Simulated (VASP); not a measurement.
# Sb (R-3m) in VASP: further runs

Runs on Sb. Level: PBEsol. Tasks: single point.

All numbers are computed with VASP 6.6.1; they aren't measurements. Logs are shortened: lines on timing, memory, paths and dates and some standing lists are left out, and cuts for length are marked.

**1. The cell of the first run**

The structure is trigonal, space group R-3m (No. 166). Conventional cell: a = 4.321 Å, b = 4.321 Å, c = 11.090 Å, α = 90.00°, β = 90.00°, γ = 120.00°. Sb (site symmetry 3m) has 6 Sb at 2.92 to 3.31 Å within 3.9 Å.

**2. Single point, PBEsol**

Input file INCAR:

```
SYSTEM = Sb
  PREC = Accurate
  ENCUT = 520
  EDIFF = 1E-6
  ISMEAR = -1
  SIGMA = 0.05
  LREAL = .False.
  LASPH = .True.
  NELM = 60
  ALGO = Normal
  ISIF = 2
  LWAVE = .False.
  LCHARG = .False.
  GGA = PS
  NBANDS = 12
```

Input file KPOINTS:

```
regular mesh
0
Gamma
  9 9 9
  0 0 0
```

Input file POSCAR:

```
Sb
1.0
    2.1606215943      1.2474354591      3.6967787647
   -2.1606215943      1.2474354591      3.6967787647
    0.0000000000     -2.4948709182      3.6967787647
Sb
2
Direct
    0.2353909086      0.2353909086      0.2353909086
    0.7646090914      0.7646090914      0.7646090914
```

Potentials or basis: VASP PAW PBE potentials, release 64 (Sb).

Started as:

```
> cat potpaw_PBE.64/Sb/POTCAR > POTCAR
> mpirun -np 1 vasp_std > vasp.out
```

OUTCAR:

```text
SYSTEM = Sb
   PREC = Accurate
   ENCUT = 520
   EDIFF = 1E-6
   ISMEAR = -1
   LREAL = .False.
   LASPH = .True.
   NELM = 60
   ISIF = 2
   GGA = PS

 ion  position               nearest neighbor table
   1  0.235  0.235  0.235-   2 2.92   2 2.92   2 2.92   2 3.31   2 3.31   2 3.31
   2  0.765  0.765  0.765-   1 2.92   1 2.92   1 2.92   1 3.31   1 3.31   1 3.31

  LATTYP: Found a trigonal (rhomboedric) cell.
 ALAT       =     4.4598827489
 COS(alpha) =     0.5306027532

  Lattice vectors:

 A1 = (   2.1606215943,   1.2474354591,   3.6967787647)
 A2 = (  -2.1606215943,   1.2474354591,   3.6967787647)
 A3 = (   0.0000000000,  -2.4948709182,   3.6967787647)

Analysis of symmetry for initial positions (statically):
=====================================================================
 Subroutine PRICEL returns:
 Original cell was already a primitive cell.

 Routine SETGRP: Setting up the symmetry group for a
 trigonal (rhombohedral) supercell.

 Subroutine GETGRP returns: Found 12 space group operations
 (whereof 12 operations were pure point group operations)
 out of a pool of 12 trial point group operations.

The static configuration has the point symmetry D_3d.

Analysis of symmetry for dynamics (positions and initial velocities):
=====================================================================
 Subroutine PRICEL returns:
 Original cell was already a primitive cell.

 Routine SETGRP: Setting up the symmetry group for a
 trigonal (rhombohedral) supercell.

 Subroutine GETGRP returns: Found 12 space group operations
 (whereof 12 operations were pure point group operations)
 out of a pool of 12 trial point group operations.

The dynamic configuration has the point symmetry D_3d.

 Subroutine INISYM returns: Found 12 space group operations
 (whereof 12 operations are pure point group operations),
 and found     1 'primitive' translations

----------------------------------------------------------------------------------------

                                     Primitive cell

  volume of cell :      59.7821

  direct lattice vectors                    reciprocal lattice vectors
     2.160621594  1.247435459  3.696778765     0.231414886  0.133607447  0.090168591
    -2.160621594  1.247435459  3.696778765    -0.231414886  0.133607447  0.090168591
     0.000000000 -2.494870918  3.696778765     0.000000000 -0.267214893  0.090168591

  length of vectors
     4.459882749  4.459882749  4.459882749     0.282018039  0.282018039  0.282018039

  position of ions in fractional coordinates (direct lattice)
     0.235390909  0.235390909  0.235390909
     0.764609091  0.764609091  0.764609091

  ion indices of the primitive-cell ions
   primitive index   ion index
                 1           1
                 2           2

----------------------------------------------------------------------------------------

 KPOINTS: regular mesh

Automatic generation of k-mesh.
 Grid dimensions read from file:
 generate k-points for:    9    9    9

 Generating k-lattice:

  Cartesian coordinates                     Fractional coordinates (reciprocal lattice)
     0.025712765  0.014845272  0.010018732     0.111111111  0.000000000  0.000000000
    -0.025712765  0.014845272  0.010018732     0.000000000  0.111111111  0.000000000
     0.000000000 -0.029690544  0.010018732     0.000000000  0.000000000  0.111111111

  Length of vectors
     0.031335338  0.031335338  0.031335338

  Shift w.r.t. Gamma in fractional coordinates (k-lattice)
     0.000000000  0.000000000  0.000000000

 Subroutine IBZKPT returns following result:
 ===========================================

 Found     85 irreducible k-points:

 Following reciprocal coordinates:
            Coordinates               Weight
  0.000000  0.000000  0.000000      1.000000
  0.111111 -0.000000  0.000000      6.000000
  0.222222 -0.000000  0.000000      6.000000
  0.333333 -0.000000  0.000000      6.000000
  0.444444 -0.000000  0.000000      6.000000
  0.111111  0.111111  0.000000      6.000000
[... 16 lines left out ...]
 -0.333333  0.333333  0.000000      6.000000
  0.444444  0.444444  0.000000      6.000000
 [... further k-points ...]
   k-points           NKPTS =     85   k-points in BZ     NKDIM =     85   number of bands    NBANDS=     12
   number of dos      NEDOS =    301   number of ions     NIONS =      2
   total plane-waves  NPLWV =  46656
   dimension x,y,z NGX =    36 NGY =   36 NGZ =   36
   dimension x,y,z NGXF=    72 NGYF=   72 NGZF=   72
   ions per type =               2
   NGX,Y,Z   is equivalent  to a cutoff of  13.42, 13.42, 13.42 a.u.
   NGXF,Y,Z  is equivalent  to a cutoff of  26.84, 26.84, 26.84 a.u.
 SYSTEM =  Sb
   PREC   = accura    normal or accurate (medium, high low for compatibility)
   ISTART =      0    job   : 0-new  1-cont  2-samecut
   ICHARG =      2    charge: 1-file 2-atom 10-const
   ISPIN  =      1    spin polarized calculation?
   LNONCOLLINEAR =      F non collinear calculations
   LSORBIT =      F    spin-orbit coupling
   LASPH  =      T    aspherical Exc in radial PAW
   ENCUT  =  520.0 eV  38.22 Ry    6.18 a.u.   8.29  8.29  8.29*2*pi/ulx,y,z
   NELM   =     60;   NELMIN=  2; NELMDL= -5     # of ELM steps
   EDIFF  = 0.1E-05   stopping-criterion for ELM
   LREAL  =      F    real-space projection
   EDIFFG = 0.1E-04   stopping-criterion for IOM
   NSW    =      0    number of steps for IOM
   IBRION =     -1    ionic relax: 0-MD 1-quasi-New 2-CG
   NFREE  =      0    steps in history (QN), initial steepest desc. (CG)
   ISIF   =      2    stress and relaxation
   ISYM   =      2    0-nonsym 1-usesym 2-fastsym
   POTIM  = 0.5000    time-step for ionic-motion
   TEBEG  =    0.0;   TEEND  =   0.0 temperature during run
   PSTRESS=    0.0 pullay stress
   NELECT =      10.0000    total number of electrons
   NUPDOWN=      -1.0000    fix difference up-down
   EMIN   =  10.00;   EMAX   =-10.00  energy-range for DOS
   EFERMI =   0.00;   METHOD = LEGACY
   ISMEAR =    -1;   SIGMA  =   0.05  broadening in eV -4-tet -1-fermi 0-gaus
   EFERMI_NEDOS =   21; number of points for ismear=-14 and -15
   IALGO  =     38    algorithm
   IMIX   =      4    mixing-type and parameters
     AMIX     =   0.40;   BMIX     =  1.00
     AMIX_MAG =   1.60;   BMIX_MAG =  1.00
  volume/ion in A,a.u.               =      29.89       201.71
  Fermi-wavevector in a.u.,A,eV,Ry     =   0.902023  1.704577 11.070322  0.813646
  Thomas-Fermi vector in A             =   2.025176
   LORBIT       =      0    0 simple, 1 ext, 2 COOP (PROOUT), +10 PAW based schemes
   GGA     = PS    functional components
   LHFCALC =     F    Hartree Fock is set to
   AEXX    =    0.0000 exact exchange contribution
   IVDW    =     0    specifies the selected vdW correction
   LEPSILON=     F    determine dielectric tensor
   LRPA    =     F    only Hartree local field effects (RPA)
 non-spin polarized calculation
  energy-cutoff  :      520.00
  volume of cell :       59.78
 maximum number of plane-waves:      1625
 NGX is ok and might be reduce to    36
   NGX = 17   NGY = 17   NGZ = 17

 number of electron      10.0000000 magnetization

 Free energy of the ion-electron system (eV)
  ---------------------------------------------------
  ext. energy  EPLUGINS =         0.00000000
  ---------------------------------------------------
  free energy    TOTEN  =        -9.12255719 eV

  energy without entropy =       -9.12038617  energy(sigma->0) =       -9.12147168

 E-fermi :   7.2125     XC(G=0):  -9.7165

 val. band max:        7.1677185438   @ k =   0.3333   0.1111   0.1111
 cond. band min:       7.2267226668   @ k =   0.4444  -0.0000   0.0000
 fundamental gap:      0.0590041230
 Fermi energy:         7.2124828524

 k-point     1 :       0.0000    0.0000    0.0000
  band No.  band energies     occupation
      1      -5.5170      2.00000
      2       2.5031      2.00000
      3       5.2561      2.00000
      4       5.4200      2.00000
      5       5.4200      2.00000
      6       9.4948      0.00000
      7      10.0227      0.00000
      8      10.0227      0.00000
      9      12.1895      0.00000
     10      12.1895      0.00000
     11      12.3520      0.00000
     12      13.7212      0.00000

 k-point     2 :       0.1111   -0.0000    0.0000
  band No.  band energies     occupation
      1      -5.3802      2.00000
      2       1.8773      2.00000
      3       5.2856      2.00000
      4       5.4012      2.00000
      5       5.7054      2.00000
      6       9.3419      0.00000
      7       9.6453      0.00000
      8       9.6517      0.00000
      9      11.7641      0.00000
     10      12.1950      0.00000
     11      12.2761      0.00000
     12      14.6519      0.00000

 k-point     3 :       0.2222   -0.0000    0.0000
  band No.  band energies     occupation
      1      -4.9724      2.00000
      2       0.5881      2.00000
      3       5.3213      2.00000
      4       5.3740      2.00000
      5       6.1455      2.00000
      6       8.7071      0.00000
      7       8.8417      0.00000
      8       8.8452      0.00000
      9      11.9351      0.00000
     10      12.5790      0.00000
     11      12.9280      0.00000
     12      16.4639      0.00000
[... 286 lines left out ...]
 k-point    23 :      -0.3333    0.3333    0.0000
  band No.  band energies     occupation
      1      -2.4527      2.00000
      2      -2.2564      2.00000
      3       2.1227      2.00000
      4       4.4183      2.00000
      5       4.7108      2.00000
      6       9.4151      0.00000
      7       9.8661      0.00000
      8      12.2866      0.00000
      9      12.7577      0.00000
     10      13.7316      0.00000
     11      15.0105      0.00000
     12      17.2428      0.00000

 k-point    24 :       0.4444    0.4444    0.0000
  band No.  band energies     occupation
      1      -3.2593      2.00000
      2      -0.5927      2.00000
      3       1.8643      2.00000
      4       3.5221      2.00000
      5       3.5570      2.00000
      6       8.8065      0.00000
      7      12.1801      0.00000
      8      12.6144      0.00000
      9      13.8451      0.00000
     10      15.8778      0.00000
     11      16.9431      0.00000
     12      18.1786      0.00000

 [... further k-points ...]
[... 5 lines left out ...]
  --------------------------------------------------------------------------------------
  -------------------------------------------------------------------------------------
  Total        0.0701003      0.0701003      0.0486733      0.0000000      0.0000000      0.0000000
  in kB        1.8787063      1.8787063      1.3044564      0.0000000      0.0000000      0.0000000
  external PRESSURE =       1.6872897 kB  Pullay stress =       0.0000000 kB

 VOLUME and BASIS-vectors are now :
 -----------------------------------------------------------------------------
  energy-cutoff  :      520.00
  volume of cell :       59.78
      direct lattice vectors                 reciprocal lattice vectors
     2.160621594  1.247435459  3.696778765     0.231414886  0.133607447  0.090168591
    -2.160621594  1.247435459  3.696778765    -0.231414886  0.133607447  0.090168591
     0.000000000 -2.494870918  3.696778765     0.000000000 -0.267214893  0.090168591

 POSITION                                       TOTAL-FORCE (eV/Angst)
 -----------------------------------------------------------------------------------
      0.00000      0.00000      2.61056         0.000000      0.000000      0.046066
      0.00000      0.00000      8.47977         0.000000     -0.000000     -0.046066
 -----------------------------------------------------------------------------------
    total drift:                               -0.000000      0.000000     -0.000000

  FREE ENERGIE OF THE ION-ELECTRON SYSTEM (eV)
  ---------------------------------------------------
  free  energy   TOTEN  =        -9.1225571930 eV

  energy  without entropy=       -9.1203861723  energy(sigma->0) =       -9.12147168
```

It took 24 s on 1 thread of Intel Xeon 6975P-C (Granite Rapids), shared host; peak memory 0.22 GiB.

Results:

| Item | Value |
| --- | --- |
| Free energy | -9.1226 eV |
| Pressure | 0.2 GPa |
| Largest force | 0.046 eV/Å |
| Band gap on the k mesh | 0.06 eV, indirect (least direct gap 0.45 eV) |

Forces in eV/Å, atoms in the order of the input:
```
Sb   0.000  0.000  0.046
Sb   0.000  0.000 -0.046
```

Caveat: the PAW data sets were made with another functional, which shifts forces and pressure a little; spin-orbit coupling is left out, which moves the levels of the heavy elements.

**3. Single point, PBEsol**

Input file INCAR:

```
PREC = Accurate
ENCUT = 520
EDIFF = 1E-6
ISMEAR = -1
SIGMA = 0.05
LREAL = False
LASPH = True
NELM = 60
ALGO = Normal
ISIF = 2
LWAVE = False
LCHARG = True
GGA = PS
LELF = True
LVHAR = True
NBANDS = 12
```

Input file KPOINTS:

```
Automatic mesh
0
Gamma
  9 9 9
```

Input file POSCAR:

```
Sb
1.0
    2.1606100405      1.2474287885      3.6972672664
   -2.1606100405      1.2474287885      3.6972672664
    0.0000000000     -2.4948575770      3.6972672663
Sb
2
Direct
    0.2353802964      0.2353802964      0.2353802964
    0.7646197036      0.7646197036      0.7646197036
```

Potentials or basis: VASP PAW PBE potentials, release 64 (Sb).

Started as:

```
> cat potpaw_PBE.64/Sb/POTCAR > POTCAR
> mpirun -np 1 vasp_std > vasp.out
```

Wall time 24 s (1 thread of Intel Xeon 6975P-C (Granite Rapids), shared host); peak memory 0.22 GiB.

It converged, with:

* Free energy: -9.1226 eV
* Pressure: 0.2 GPa
* Largest force: 0.046 eV/Å
* Band gap on the k mesh: 0.06 eV, indirect (least direct gap 0.45 eV)

Forces on the atoms (eV/Å):
```
Sb   0.000  0.000  0.046
Sb   0.000  0.000 -0.046
```

Levels at points of the mesh, in eV from the valence-band top:
```csv
k point,band 1,band 2,band 3,band 4,band 5,band 6,band 7,band 8,band 9,band 10
"(0.00, 0.00, 0.00)",-12.68,-4.67,-1.91,-1.75,-1.75,2.33,2.85,2.85,5.02,5.02
```

Caveat: the PAW data sets were made with another functional, which shifts forces and pressure a little; spin-orbit coupling is left out, which moves the levels of the heavy elements. A k mesh can miss the band edges.
